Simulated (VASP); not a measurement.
# NaGa12O18 (a cell with a defect) in VASP: notebook

The runs below take NaGa12O18 (a cell with a defect) through single point, with PBE.

Program: VASP 6.6.1. These are calculated values, not measurements. Logs are shortened: lines on timing, memory, paths and dates and some standing lists are left out, and cuts for length are marked.

### 1 The cell of the first run

The cell holds a defect, 31 atoms: a = 9.250 Å, b = 5.877 Å, c = 6.416 Å, α = 103.29°, β = 103.90°, γ = 90.00°.

### 2 Single point, PBE

INCAR

```
  PREC = Accurate
  ENCUT = 520
  EDIFF = 1E-6
  ISMEAR = -1
  SIGMA = 0.01
  LREAL = Auto
  LASPH = True
  NELM = 120
  ALGO = Normal
  ISIF = 2
  LWAVE = False
  LCHARG = False
  GGA = PE
  NBANDS = 156
  NELECT = 270.0
  GGA_COMPAT = False
  ISYM = -1
```

KPOINTS

```
explicit points
1
Reciprocal
  0.25000000   0.25000000   0.25000000 1
```

POSCAR

```
NaGa12O18
1.0
    0.0000000000      9.2496621800      0.0000000000
   -1.3977182400      0.0000000000      5.7085775500
    6.2279771500     -1.5416103600      0.0067278600
Ga O Na
12 18 1
Direct
    0.1209817240      0.6725282902      0.6802601508
    0.2259137156      0.3072924803      0.3149787222
    0.3054233258      0.2027089185      0.8148573568
    0.0290649670      0.7980397025      0.1295204407
    0.4437097525      0.6879651087      0.6726665271
    0.5517121560      0.3101023948      0.3132905996
    0.6332699684      0.2031026346      0.8136906041
    0.3650646980      0.7904727277      0.1852310280
    0.7745331291      0.6739674355      0.6898498499
    0.8833803142      0.3487385258      0.3068265264
    0.9773518231      0.2207295779      0.8535285865
    0.6781747681      0.7927868729      0.1562987248
    0.1791769802      0.7191031877     -0.0016985527
    0.1749481714      0.2604737680      0.9970008778
    0.2720840477      0.4286723609      0.6403453453
    0.0471485951      0.5922201829      0.3432665444
    0.0498331998      0.1145168807      0.2920736396
    0.2753786135      0.8908713816      0.6607410440
    0.4890369204      0.7349541951     -0.0072665913
    0.4985811105      0.2575852154      0.9896903950
    0.6081829223      0.4324397301      0.6468333126
    0.3936105329      0.5582178009      0.3461815233
    0.3913598414      0.1026951614      0.3301251415
    0.6120131874      0.8887858480      0.6726369093
    0.8265770575      0.7315335814      0.0088738727
    0.8253509868      0.2673833368      0.9911006028
    0.9436166565      0.4195990889      0.6484757282
    0.7274842115      0.5841453526      0.3525094553
    0.7183479074      0.1104480394      0.3117671934
    0.9586471659      0.8866746574      0.7519439274
    0.9151270483      0.9426683841      0.4453056067
```

Potentials or basis: VASP PAW PBE potentials, release 64 (Ga_d, O, Na_pv).

The run is started by

```sh
> cat potpaw_PBE.64/Ga_d/POTCAR potpaw_PBE.64/O/POTCAR potpaw_PBE.64/Na_pv/POTCAR > POTCAR
> mpirun -np 1 vasp_std > vasp.out
```

OUTCAR:

```text
PREC = Accurate
   ENCUT = 520
   EDIFF = 1E-6
   ISMEAR = -1
   LREAL = Auto
   LASPH = True
   NELM = 120
   ISIF = 2
   GGA = PE
   NELECT = 270.0
   ISYM = -1

 ion  position               nearest neighbor table
   1  0.121  0.673  0.680-  13 1.93  18 1.97  15 2.02  30 2.03  16 2.05  27 2.15  31 2.85
   2  0.226  0.307  0.315-  14 1.93  17 1.94  23 1.94  15 1.98  22 2.08  16 2.36
   3  0.305  0.203  0.815-  20 1.85  14 1.85  18 1.86  15 1.91
   4  0.029  0.798  0.130-  13 1.80  25 1.85  17 1.90  16 2.01  31 2.48
   5  0.444  0.688  0.673-  19 1.95  24 1.95  18 1.96  22 2.00  15 2.14  21 2.15
   6  0.552  0.310  0.313-  29 1.94  23 1.96  20 1.97  21 2.03  22 2.08  28 2.22
   7  0.633  0.203  0.814-  24 1.85  26 1.85  20 1.85  21 1.89
   8  0.365  0.790  0.185-  13 1.83  23 1.84  19 1.86  22 1.88
   9  0.775  0.674  0.690-  25 1.93  24 1.96  30 2.02  21 2.02  28 2.04  27 2.18
  10  0.883  0.349  0.307-  26 1.91  16 2.02  28 2.02  27 2.07  17 2.07  29 2.08  31 2.72
  11  0.977  0.221  0.854-  26 1.82  14 1.83  30 1.91  27 1.92  31 2.68
  12  0.678  0.793  0.156-  19 1.80  25 1.84  29 1.89  28 1.93  31 2.51
  13  0.179  0.719  0.998-   4 1.80   8 1.83   1 1.93
  14  0.175  0.260  0.997-  11 1.83   3 1.85   2 1.93
  15  0.272  0.429  0.640-   3 1.91   2 1.98   1 2.02   5 2.14
  16  0.047  0.592  0.343-   4 2.01  10 2.02   1 2.05   2 2.36
  17  0.050  0.115  0.292-   4 1.90   2 1.94  10 2.07  31 2.14
  18  0.275  0.891  0.661-   3 1.86   5 1.96   1 1.97
  19  0.489  0.735  0.993-  12 1.80   8 1.86   5 1.95
  20  0.499  0.258  0.990-   3 1.85   7 1.85   6 1.97
  21  0.608  0.432  0.647-   7 1.89   9 2.02   6 2.03   5 2.15
  22  0.394  0.558  0.346-   8 1.88   5 2.00   6 2.08   2 2.08
  23  0.391  0.103  0.330-   8 1.84   2 1.94   6 1.96
  24  0.612  0.889  0.673-   7 1.85   5 1.95   9 1.96
  25  0.827  0.732  0.009-  12 1.84   4 1.85   9 1.93
  26  0.825  0.267  0.991-  11 1.82   7 1.85  10 1.91
  27  0.944  0.420  0.648-  11 1.92  10 2.07   1 2.15   9 2.18
  28  0.727  0.584  0.353-  12 1.93  10 2.02   9 2.04   6 2.22
  29  0.718  0.110  0.312-  12 1.89   6 1.94  10 2.08  31 2.16
  30  0.959  0.887  0.752-  11 1.91  31 2.01   9 2.02   1 2.03
  31  0.915  0.943  0.445-  30 2.01  17 2.14  29 2.16   4 2.48  12 2.51  11 2.68  10 2.72   1 2.85

IMPORTANT INFORMATION: All symmetrisations will be switched off!
NOSYMM: (Re-)initialisation of all symmetry stuff for point group C_1.

----------------------------------------------------------------------------------------

                                     Primitive cell

  volume of cell :     328.9392

  direct lattice vectors                    reciprocal lattice vectors
     0.000000000  9.249662180  0.000000000     0.026753887  0.108112056  0.006550563
    -1.397718240  0.000000000  5.708577550    -0.000189185  0.000000000  0.175128666
     6.227977150 -1.541610360  0.006727860     0.160523321  0.000000000  0.039303377

  length of vectors
     9.249662180  5.877199497  6.415941641     0.111565663  0.175128768  0.165264914

  position of ions in fractional coordinates (direct lattice)
     0.120981724  0.672528290  0.680260151
     0.225913716  0.307292480  0.314978722
     0.305423326  0.202708919  0.814857357
     0.029064967  0.798039702  0.129520441
     0.443709752  0.687965109  0.672666527
     0.551712156  0.310102395  0.313290600
[... 23 lines left out ...]
     0.958647166  0.886674657  0.751943927
     0.915127048  0.942668384  0.445305607

  ion indices of the primitive-cell ions
   primitive index   ion index
                 1           1
                 2           2
                 3           3
                 4           4
                 5           5
                 6           6
[... 23 lines left out ...]
                30          30
                31          31

----------------------------------------------------------------------------------------

 KPOINTS: explicit points

Read explicit list of k-points.

 Found      1 k-points:

 Following reciprocal coordinates:
            Coordinates               Weight
  0.250000  0.250000  0.250000      1.000000
   k-points           NKPTS =      1   k-points in BZ     NKDIM =      1   number of bands    NBANDS=    156
   number of dos      NEDOS =    301   number of ions     NIONS =     31
   total plane-waves  NPLWV = 161280
   dimension x,y,z NGX =    70 NGY =   48 NGZ =   48
   dimension x,y,z NGXF=   140 NGYF=   96 NGZF=   96
   ions per type =              12  18   1
   NGX,Y,Z   is equivalent  to a cutoff of  12.58, 13.58, 12.44 a.u.
   NGXF,Y,Z  is equivalent  to a cutoff of  25.16, 27.16, 24.87 a.u.
 SYSTEM =  unknown system
   PREC   = accura    normal or accurate (medium, high low for compatibility)
   ISTART =      0    job   : 0-new  1-cont  2-samecut
   ICHARG =      2    charge: 1-file 2-atom 10-const
   ISPIN  =      1    spin polarized calculation?
   LNONCOLLINEAR =      F non collinear calculations
   LSORBIT =      F    spin-orbit coupling
   LASPH  =      T    aspherical Exc in radial PAW
   ENCUT  =  520.0 eV  38.22 Ry    6.18 a.u.  17.20 10.93 11.93*2*pi/ulx,y,z
   NELM   =    120;   NELMIN=  2; NELMDL= -5     # of ELM steps
   EDIFF  = 0.1E-05   stopping-criterion for ELM
   LREAL  =      T    real-space projection
   EDIFFG = 0.1E-04   stopping-criterion for IOM
   NSW    =      0    number of steps for IOM
   IBRION =     -1    ionic relax: 0-MD 1-quasi-New 2-CG
   NFREE  =      0    steps in history (QN), initial steepest desc. (CG)
   ISIF   =      2    stress and relaxation
   ISYM   =     -1    0-nonsym 1-usesym 2-fastsym
   POTIM  = 0.5000    time-step for ionic-motion
   TEBEG  =    0.0;   TEEND  =   0.0 temperature during run
   PSTRESS=    0.0 pullay stress
   NELECT =     270.0000    total number of electrons
   NUPDOWN=      -1.0000    fix difference up-down
   EMIN   =  10.00;   EMAX   =-10.00  energy-range for DOS
   EFERMI =   0.00;   METHOD = LEGACY
   ISMEAR =    -1;   SIGMA  =   0.01  broadening in eV -4-tet -1-fermi 0-gaus
   EFERMI_NEDOS =   21; number of points for ismear=-14 and -15
   IALGO  =     38    algorithm
   IMIX   =      4    mixing-type and parameters
     AMIX     =   0.40;   BMIX     =  1.00
     AMIX_MAG =   1.60;   BMIX_MAG =  1.00
  volume/ion in A,a.u.               =      10.61        71.61
  Fermi-wavevector in a.u.,A,eV,Ry     =   1.532819  2.896608 31.967351  2.349534
  Thomas-Fermi vector in A             =   2.639972
   LORBIT       =      0    0 simple, 1 ext, 2 COOP (PROOUT), +10 PAW based schemes
   GGA     = PE    functional components
   LHFCALC =     F    Hartree Fock is set to
   AEXX    =    0.0000 exact exchange contribution
   IVDW    =     0    specifies the selected vdW correction
   LEPSILON=     F    determine dielectric tensor
   LRPA    =     F    only Hartree local field effects (RPA)
 non-spin polarized calculation
  energy-cutoff  :      520.00
  volume of cell :      328.94
 maximum number of plane-waves:      8866
 NGX is ok and might be reduce to    70
   NGX = 35   NGY = 21   NGZ = 23

 number of electron     270.0000023 magnetization

 Free energy of the ion-electron system (eV)
  ---------------------------------------------------
  ext. energy  EPLUGINS =         0.00000000
  ---------------------------------------------------
  free energy    TOTEN  =      -185.06992144 eV

  energy without entropy =     -185.06992144  energy(sigma->0) =     -185.06992144

 E-fermi :   3.9979     XC(G=0): -11.4974

 val. band max:        3.6605436185   @ k =   0.2500   0.2500   0.2500
 cond. band min:       7.7756473839   @ k =   0.2500   0.2500   0.2500
 fundamental gap:      4.1151037653
 Fermi energy:         3.9979350838

 k-point     1 :       0.2500    0.2500    0.2500
  band No.  band energies     occupation
      1     -17.9258      2.00000
      2     -17.7751      2.00000
      3     -17.7575      2.00000
      4     -14.6939      2.00000
      5     -14.5265      2.00000
      6     -14.3407      2.00000
[... 139 lines left out ...]
    146      10.7137      0.00000
    147      11.2255      0.00000
 [bands above 147 left out]

------------------------ aborting loop because EDIFF is reached ----------------------------------------

  FORCE on cell =-STRESS in cart. coord.  units (eV):
  Direction    XX          YY          ZZ          XY          YZ          ZX
  --------------------------------------------------------------------------------------
  -------------------------------------------------------------------------------------
  Total        7.1913539      5.4603158     -5.3869378      0.3615791     -0.0492851      2.0792123
  in kB       35.0272147     26.5957781    -26.2383729      1.7611578     -0.2400548     10.1273025
  external PRESSURE =      11.7948733 kB  Pullay stress =       0.0000000 kB

 VOLUME and BASIS-vectors are now :
 -----------------------------------------------------------------------------
  energy-cutoff  :      520.00
  volume of cell :      328.94
      direct lattice vectors                 reciprocal lattice vectors
     0.000000000  9.249662180  0.000000000     0.026753887  0.108112056  0.006550563
    -1.397718240  0.000000000  5.708577550    -0.000189185  0.000000000  0.175128666
     6.227977150 -1.541610360  0.006727860     0.160523321  0.000000000  0.039303377

 POSITION                                       TOTAL-FORCE (eV/Angst)
 -----------------------------------------------------------------------------------
      3.29664      0.07034      3.84376         0.008339     -0.002116      0.001968
      1.53217      1.60405      1.75632        -0.012418     -0.013545      0.015040
      4.79158      1.56887      1.16266        -0.006532     -0.000897     -0.001505
     -0.30878      0.06917      4.55654        -0.016796      0.011099     -0.006018
      3.22777      3.06718      3.93183         0.011612      0.000258     -0.003398
      1.51773      4.62018      1.77235        -0.014896      0.004494      0.005175
[... 23 lines left out ...]
      3.44377      7.70796      5.06671         0.058089     -0.004889     -0.011025
      1.45577      7.77813      5.38429        -0.032263      0.000097     -0.004075
 -----------------------------------------------------------------------------------
    total drift:                                0.002823     -0.010588     -0.003657

  FREE ENERGIE OF THE ION-ELECTRON SYSTEM (eV)
  ---------------------------------------------------
  free  energy   TOTEN  =      -185.0699214443 eV

  energy  without entropy=     -185.0699214443  energy(sigma->0) =     -185.06992144
```

Wall time 2 min (1 thread of AMD EPYC 9R14 (Zen 4), shared host); peak memory 0.35 GiB.

Results:

- Free energy: -185.0699 eV
- Largest force: 0.059 eV/Å

Forces in eV/Å, atoms in the order of the input:
```
Ga   0.008 -0.002  0.002
Ga  -0.012 -0.014  0.015
Ga  -0.007 -0.001 -0.002
Ga  -0.017  0.011 -0.006
Ga   0.012  0.000 -0.003
Ga  -0.015  0.004  0.005
Ga  -0.004  0.000 -0.006
Ga   0.004 -0.002  0.003
Ga   0.001  0.005 -0.001
Ga   0.000  0.000 -0.022
Ga   0.012 -0.006  0.010
Ga  -0.010 -0.014 -0.004
O    0.004  0.008 -0.011
O   -0.001 -0.001  0.004
O    0.016  0.004 -0.004
O   -0.009  0.019 -0.001
O    0.004  0.005  0.011
O   -0.026 -0.006  0.016
O   -0.011 -0.002 -0.008
O    0.013  0.003  0.009
O    0.009 -0.003 -0.003
O   -0.012  0.004 -0.001
O    0.021  0.000 -0.012
O   -0.020  0.007  0.012
O    0.010 -0.001 -0.004
O   -0.001 -0.002  0.003
O   -0.005  0.000  0.001
O   -0.003 -0.009  0.004
O    0.013 -0.001  0.009
O    0.058 -0.005 -0.011
Na  -0.032  0.000 -0.004
```

Levels at points of the mesh, in eV from the Fermi level:
| k point | band 131 | band 132 | band 133 | band 134 | band 135 | band 136 | band 137 | band 138 | band 139 | band 140 |
| --- | --- | --- | --- | --- | --- | --- | --- | --- | --- | --- |
| (0.25, 0.25, 0.25) | -0.84 | -0.75 | -0.58 | -0.45 | -0.34 | 3.78 | 4.47 | 5.11 | 5.39 | 5.53 |

Caveat: the cell carries a net charge on a neutralising background, which shifts energy and pressure; the cell is charged against a uniform background, so pressure and absolute levels hang on convention.

### 3 Single point, PBE

INCAR

```
ALGO     = Normal         # electronic algorithm
EDIFF    = 1E-6           # SCF threshold, eV
ENCUT    = 520            # plane-wave cutoff, eV
GGA      = PE             # functional
GGA_COMPAT= False        
ISIF     = 2              # what is computed and relaxed
ISMEAR   = -1             # smearing method
ISYM     = -1           
LASPH    = True           # aspherical terms in the spheres
LCHARG   = True           # write CHGCAR
LELF     = True           # ELF
LREAL    = Auto         
LVHAR    = True         
LWAVE    = False          # write WAVECAR
NBANDS   = 156            # bands
NELECT   = 270.0        
NELM     = 120            # most SCF steps
PREC     = Accurate       # precision mode
SIGMA    = 0.01           # smearing width, eV
```

KPOINTS is that of step 2.

POSCAR

```
NaGa12O18
1.0
    0.0000000000      9.2496621800      0.0000000000
   -1.3977182400      0.0000000000      5.7085775500
    6.2279771500     -1.5416103600      0.0067278600
Ga O Na
12 18 1
Direct
    0.1166663676      0.6518346182      0.6929712421
    0.2255740619      0.3260900736      0.3100475907
    0.3220012098      0.2073440725      0.8437463034
    0.0228181097      0.7792665511      0.1466980310
    0.4483689948      0.6899014988      0.6864992979
    0.5563831866      0.3121187379      0.3271620971
    0.6350521510      0.2095201489      0.8144970954
    0.3667571015      0.7969689477      0.1860468471
    0.7742402735      0.6927702761      0.6848199076
    0.8790184245      0.3273242207      0.3194948582
    0.9709829423      0.2020114862      0.8703167214
    0.6946334453      0.7972499430      0.1848540593
    0.1746425262      0.7326791985      0.0087092042
    0.1734943801      0.2684576077      0.9910213857
    0.2726167255      0.4159619298      0.6474921729
    0.0565299115      0.5801725821      0.3513971824
    0.0414724629      0.1132930581      0.2478785687
    0.2818046011      0.8897364147      0.6880396379
    0.5014810307      0.7423557694      0.0100822212
    0.5111418500      0.2650130200      1.0071243002
    0.6064866612      0.4418453954      0.6536169970
    0.3918710771      0.5676446690      0.3529648639
    0.3880416865      0.1113209072      0.3270752248
    0.6087468940      0.8973017792      0.6696407600
    0.8252429338      0.7399679766      0.0028360296
    0.8209281976      0.2811658008      1.0015198539
    0.9529172311      0.4080183082      0.6566103258
    0.7280038783      0.5713011567      0.3593994886
    0.7246531555      0.1090892424      0.3390595290
    0.9502365734      0.8857424510      0.7073440683
    1.0853101478      1.0590357093      0.5551415122
```

Potentials or basis: VASP PAW PBE potentials, release 64 (Ga_d, O, Na_pv).

The run is started by

```sh
> cat potpaw_PBE.64/Ga_d/POTCAR potpaw_PBE.64/O/POTCAR potpaw_PBE.64/Na_pv/POTCAR > POTCAR
> mpirun -np 1 vasp_std > vasp.out
```

It took 1.9 min on 1 thread of AMD EPYC 9R14 (Zen 4), shared host; peak memory 0.36 GiB.

It converged, with:

```
Free energy   : -185.0700 eV
Largest force : 0.057 eV/Å
```

Forces in eV/Å, atoms in the order of the input:
```
Ga  -0.002 -0.001  0.012
Ga  -0.004 -0.009  0.005
Ga   0.013  0.017  0.009
Ga  -0.011  0.001 -0.009
Ga   0.015 -0.005 -0.005
Ga  -0.011  0.002  0.004
Ga  -0.003  0.001 -0.003
Ga   0.005  0.000  0.006
Ga   0.012  0.020 -0.017
Ga  -0.003  0.007  0.002
Ga   0.020 -0.008  0.010
Ga   0.008  0.007  0.003
O    0.003  0.006 -0.002
O   -0.017  0.003  0.004
O   -0.003  0.010 -0.002
O    0.002  0.001  0.003
O   -0.056 -0.001  0.010
O   -0.015 -0.007 -0.008
O   -0.013 -0.006 -0.008
O    0.011  0.006  0.009
O    0.014 -0.004 -0.001
O   -0.009  0.004  0.005
O    0.023 -0.004 -0.017
O   -0.020  0.001  0.013
O    0.003 -0.002 -0.008
O   -0.004 -0.014  0.010
O    0.007 -0.022  0.004
O   -0.015 -0.006  0.006
O    0.026  0.006 -0.015
O   -0.006 -0.001 -0.010
Na   0.030 -0.002 -0.013
```

Levels at points of the mesh, in eV from the Fermi level:
| k point | band 132 | band 133 | band 134 | band 135 | band 136 | band 137 | band 138 | band 139 |
| --- | --- | --- | --- | --- | --- | --- | --- | --- |
| (0.25, 0.25, 0.25) | -0.66 | -0.49 | -0.36 | -0.24 | 3.87 | 4.56 | 5.20 | 5.48 |

Caveat: the cell carries a net charge on a neutralising background, which shifts energy and pressure; the cell is charged against a uniform background, so pressure and absolute levels hang on convention.

[end of part 1 of 3]
